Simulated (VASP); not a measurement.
Sb, 1 atom in the cell. Symmetry: Pm-3m, No. 221, cubic system. The conventional cell has a = 3.040 Å, b = 3.040 Å, c = 3.040 Å, α = 90.00°, β = 90.00°, γ = 90.00°. Within 4.0 Å of Sb (site symmetry m-3m) lie 6 Sb at 3.04 Å. 

```yaml
Program: VASP 6.6.1
Task: relaxation of cell and atoms
Functional: LDA
Potentials_or_basis: VASP PAW LDA potentials, release 64 (Sb)
Cutoff: 600 eV
k_mesh: 20 × 20 × 20
Occupations: fermi-dirac, width 0.15 eV
Spin: no spin polarisation
Dipole_correction: no
Further_INCAR_settings: ALGO = Normal; EDIFF = 1e-07; IBRION = 2; EDIFFG = -0.001; NSW = 80; ISIF = 3
```

Potentials or basis: VASP PAW LDA potentials, release 64 (Sb).

The run is started by

```bash
$ cat potpaw_LDA.64/Sb/POTCAR > POTCAR
$ mpirun -np 1 vasp_std > vasp.out
```

Hardware: 1 thread of Intel Xeon 6975P-C, with other jobs on the host.

Question: How long does it take, and how much memory?

Answer: Run time: 61 s on 1 thread of Intel Xeon 6975P-C (shared host), peak memory 0.19 GiB. Counts: scf iterations 20, k points 286, ion steps 3.
